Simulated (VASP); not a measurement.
# Pd (P6_3/mmc) in VASP: a series of runs, part 2 of 2

VASP 6.6.1.

## 4. Single point, PBE (equal strain along all axes, cell held: -2.0 %)

Contents of INCAR:

```
SYSTEM = Pd
PREC = Accurate
ENCUT = 520
EDIFF = 1E-6
ISMEAR = 0
SIGMA = 0.1
LREAL = .False.
LASPH = .True.
NELM = 60
ALGO = Fast
ISIF = 2
LWAVE = .False.
LCHARG = .True.
GGA = PE
LELF = .True.
LVHAR = .True.
NBANDS = 28
```

Contents of KPOINTS:

```
regular mesh
0
Gamma
  24 24 6
  0 0 0
```

Contents of POSCAR:

```
Pd
1.0
    2.7241174189      0.0000000000      0.0000000000
   -1.3620587095      2.3591548877      0.0000000000
    0.0000000000      0.0000000000      8.9951208765
Pd
4
Direct
    0.0000000000      0.0000000000      0.0000000000
    0.3333333333      0.6666666667      0.2500000000
    0.0000000000      0.0000000000      0.5000000000
    0.6666666667      0.3333333333      0.7500000000
```

Command:

```sh
$ cat potpaw_PBE.64/Pd/POTCAR > POTCAR
$ mpirun -np 1 vasp_std > vasp.out
```

It took 6.8 min on 1 thread of Intel Xeon Platinum 8175M at 2.50GHz (Skylake/Cascade Lake), shared host; peak memory 0.39 GiB.

The run converged. Its results:

```
Free energy            : -20.7133 eV
Pressure               : 11.6 GPa
Band gap on the k mesh : zero (bands 20 and 21 overlap by 0.97 eV)
```

Stress tensor (GPa, compression positive):
```
11.69  0.00  0.00
 0.00 11.69  0.00
 0.00  0.00 11.43
```

Levels at points of the mesh, in eV from the Fermi level:
```tsv
k point	band 16	band 17	band 18	band 19	band 20	band 21	band 22	band 23	band 24	band 25
(0.00, 0.00, 0.00)	-1.57	-1.57	-1.10	-1.10	-0.73	-0.73	-0.14	-0.14	0.86	7.30
(0.50, 0.00, 0.00)	0.01	0.08	0.18	0.20	0.21	1.42	2.40	3.80	4.28	8.10
(0.00, 0.00, 0.50)	-1.34	-1.34	-1.34	-1.00	-1.00	-0.39	-0.39	-0.39	-0.39	9.97
(0.50, 0.00, 0.50)	-0.54	0.02	0.02	0.18	0.18	2.51	2.51	3.92	3.92	8.27
```

Caveat: the cell differs from its parent crystal (equal strain along all axes, cell held: -2.0 %); the cell stands under pressure.

## 5. Single point, PBE (equal strain along all axes, cell held: +2.0 %)

Contents of INCAR:

```
PREC = Accurate
ENCUT = 520
EDIFF = 1E-7
ISMEAR = 0
SIGMA = 0.1
LREAL = F
LASPH = T
NELM = 60
ALGO = Fast
ISIF = 2
LWAVE = F
LCHARG = F
GGA = PE
NBANDS = 28
```

Contents of KPOINTS:

```
regular mesh
0
Gamma
  24 24 6
```

Contents of POSCAR:

```
Pd
1.0
    2.8353058850      0.0000000000      0.0000000000
   -1.4176529425      2.4554469239      0.0000000000
    0.0000000000      0.0000000000      9.3622686674
Pd
4
Direct
    0.0000000000      0.0000000000      0.0000000000
    0.3333333333      0.6666666667      0.2500000000
    0.0000000000      0.0000000000      0.5000000000
    0.6666666667      0.3333333333      0.7500000000
```

Potentials or basis: VASP PAW PBE potentials, release 64 (Pd).

Command:

```sh
$ cat potpaw_PBE.64/Pd/POTCAR > POTCAR
$ mpirun -np 1 vasp_std > vasp.out
```

OUTCAR:

```text
PREC = Accurate
   ENCUT = 520
   EDIFF = 1E-7
   ISMEAR = 0
   LREAL = F
   LASPH = T
   NELM = 60
   ISIF = 2
   GGA = PE

 ion  position               nearest neighbor table
   1  0.000  0.000  0.000-   2 2.86   4 2.86   2 2.86   4 2.86   4 2.86   2 2.86
   2  0.333  0.667  0.250-   1 2.86   3 2.86   1 2.86   3 2.86   1 2.86   3 2.86
   3  0.000  0.000  0.500-   2 2.86   4 2.86   2 2.86   4 2.86   4 2.86   2 2.86
   4  0.667  0.333  0.750-   1 2.86   3 2.86   1 2.86   3 2.86   1 2.86   3 2.86

  LATTYP: Found a hexagonal cell.
 ALAT       =     2.8353058850
 C/A-ratio  =     3.3020312612

  Lattice vectors:

 A1 = (   2.8353058850,   0.0000000000,   0.0000000000)
 A2 = (  -1.4176529425,   2.4554469239,   0.0000000000)
 A3 = (   0.0000000000,   0.0000000000,   9.3622686674)

Analysis of symmetry for initial positions (statically):
=====================================================================
 Subroutine PRICEL returns:
 Original cell was already a primitive cell.

 Routine SETGRP: Setting up the symmetry group for a
 hexagonal supercell.

 Subroutine GETGRP returns: Found 24 space group operations
 (whereof 12 operations were pure point group operations)
 out of a pool of 24 trial point group operations.

The static configuration has the point symmetry D_3d.
 The point group associated with its full space group is D_6h.

Analysis of symmetry for dynamics (positions and initial velocities):
=====================================================================
 Subroutine PRICEL returns:
 Original cell was already a primitive cell.

 Routine SETGRP: Setting up the symmetry group for a
 hexagonal supercell.

 Subroutine GETGRP returns: Found 24 space group operations
 (whereof 12 operations were pure point group operations)
 out of a pool of 24 trial point group operations.

The dynamic configuration has the point symmetry D_3d.
[... 122 lines left out ...]
   IMIX   =      4    mixing-type and parameters
     AMIX     =   0.40;   BMIX     =  1.00
     AMIX_MAG =   1.60;   BMIX_MAG =  1.00
  volume/ion in A,a.u.               =      16.29       109.96
  Fermi-wavevector in a.u.,A,eV,Ry     =   1.391204  2.628995 26.333395  1.935450
  Thomas-Fermi vector in A             =   2.515066
   LORBIT       =      0    0 simple, 1 ext, 2 COOP (PROOUT), +10 PAW based schemes
   GGA     = PE    functional components
   LHFCALC =     F    Hartree Fock is set to
   AEXX    =    0.0000 exact exchange contribution
   IVDW    =     0    specifies the selected vdW correction
   LEPSILON=     F    determine dielectric tensor
   LRPA    =     F    only Hartree local field effects (RPA)
 non-spin polarized calculation
 RMM-DIIS sequential band-by-band and
 Gauss-broadening in eV      SIGMA  =   0.10
  energy-cutoff  :      520.00
  volume of cell :       65.18
 maximum number of plane-waves:      1772
 NGX is ok and might be reduce to    24
   NGX = 11   NGY = 11   NGZ = 35

 number of electron      39.9999984 magnetization

 Free energy of the ion-electron system (eV)
  ---------------------------------------------------
  ext. energy  EPLUGINS =         0.00000000
  ---------------------------------------------------
  free energy    TOTEN  =       -20.72487117 eV

  energy without entropy =      -20.66665239  energy(sigma->0) =      -20.69576178

 E-fermi :   8.2004     XC(G=0): -12.5704

 val. band max:        8.2002398830   @ k =   0.4583   0.0833   0.0000
 cond. band min:       8.2007335456   @ k =   0.2917   0.2500   0.0000
 fundamental gap:      0.0004936626
 Fermi energy:         8.2004417348

 k-point     1 :       0.0000    0.0000    0.0000
  band No.  band energies     occupation
      1       1.7962      2.00000
      2       3.3553      2.00000
      3       3.3615      2.00000
      4       3.6217      2.00000
      5       5.7243      2.00000
      6       5.7313      2.00000
[... 733 lines left out ...]
     27      17.8641      0.00000
     28      18.4121      0.00000

 [... further k-points ...]

------------------------ aborting loop because EDIFF is reached ----------------------------------------

  FORCE on cell =-STRESS in cart. coord.  units (eV):
  Direction    XX          YY          ZZ          XY          YZ          ZX
  --------------------------------------------------------------------------------------
  -------------------------------------------------------------------------------------
  Total       -3.5089163     -3.5089163     -3.5058042     -0.0000000     -0.0000000      0.0000000
  in kB      -86.2525647    -86.2525647    -86.1760666     -0.0000000     -0.0000000      0.0000000
  external PRESSURE =     -86.2270653 kB  Pullay stress =       0.0000000 kB

 VOLUME and BASIS-vectors are now :
 -----------------------------------------------------------------------------
  energy-cutoff  :      520.00
  volume of cell :       65.18
      direct lattice vectors                 reciprocal lattice vectors
     2.835305885  0.000000000  0.000000000     0.352695632  0.203628918  0.000000000
    -1.417652942  2.455446924  0.000000000     0.000000000  0.407257836  0.000000000
     0.000000000  0.000000000  9.362268667     0.000000000  0.000000000  0.106811718

 POSITION                                       TOTAL-FORCE (eV/Angst)
 -----------------------------------------------------------------------------------
      0.00000      0.00000      0.00000        -0.000000      0.000000     -0.000000
     -0.00000      1.63696      2.34057         0.000000      0.000000      0.000000
      0.00000      0.00000      4.68113        -0.000000      0.000000     -0.000000
      1.41765      0.81848      7.02170        -0.000000      0.000000      0.000000
 -----------------------------------------------------------------------------------
    total drift:                               -0.000000      0.000000      0.000000

  FREE ENERGIE OF THE ION-ELECTRON SYSTEM (eV)
  ---------------------------------------------------
  free  energy   TOTEN  =       -20.7248711656 eV

  energy  without entropy=      -20.6666523879  energy(sigma->0) =      -20.69576178
```

Wall time 9.2 min (1 thread of Intel Xeon Platinum 8175M at 2.50GHz (Skylake/Cascade Lake), shared host); peak memory 0.44 GiB.

What came out:

```
Free energy            : -20.7249 eV
Pressure               : -8.6 GPa
Band gap on the k mesh : zero (bands 20 and 21 overlap by 0.78 eV)
```

Levels at points of the mesh, in eV from the Fermi level:
```csv
k point,band 16,band 17,band 18,band 19,band 20,band 21,band 22,band 23,band 24,band 25
"(0.00, 0.00, 0.00)",-1.29,-1.29,-0.90,-0.90,-0.60,-0.60,-0.12,-0.12,1.14,6.41
"(0.50, 0.00, 0.00)",0.00,0.06,0.14,0.15,0.17,1.61,2.50,3.50,3.95,7.21
"(0.00, 0.00, 0.50)",-1.10,-1.10,-1.10,-0.67,-0.67,-0.32,-0.32,-0.32,-0.32,9.03
"(0.50, 0.00, 0.50)",-0.44,0.01,0.01,0.14,0.14,2.41,2.41,3.69,3.69,7.44
```

Caveat: the cell differs from its parent crystal (equal strain along all axes, cell held: +2.0 %); the cell stands under tension.

## 6. The runs side by side

| cell | further INCAR settings | gap on the mesh (eV) | pressure (GPa) |
| --- | --- | --- | --- |
| a = 2.613, b = 2.613, c = 8.628 Å, angles 90.0, 90.0, 120.0°, 4 atoms | ALGO = Fast; EDIFF = 1e-07; NBANDS = 28 | none | 50.9 |
| a = 2.669, b = 2.669, c = 8.812 Å, angles 90.0, 90.0, 120.0°, 4 atoms | ALGO = Fast; EDIFF = 1e-07; NBANDS = 28 | none | 28.2 |
| a = 2.724, b = 2.724, c = 8.995 Å, angles 90.0, 90.0, 120.0°, 4 atoms | ALGO = Fast; EDIFF = 1e-06; NBANDS = 28 | none | 11.6 |
| a = 2.835, b = 2.835, c = 9.362 Å, angles 90.0, 90.0, 120.0°, 4 atoms | ALGO = Fast; EDIFF = 1e-07; NBANDS = 28 | none | -8.6 |

Alike in all rows: task single point; level PBE; potentials or basis VASP PAW PBE potentials, release 64 (Pd); no spin polarisation; k mesh 24 × 24 × 6; cutoff (eV) 520; smearing gaussian 0.1 eV.

Caveats: the cell stands under pressure (at least some runs); the cell stands under tension (at least some runs).

Absolute energies hang on the potentials; compare differences alone.
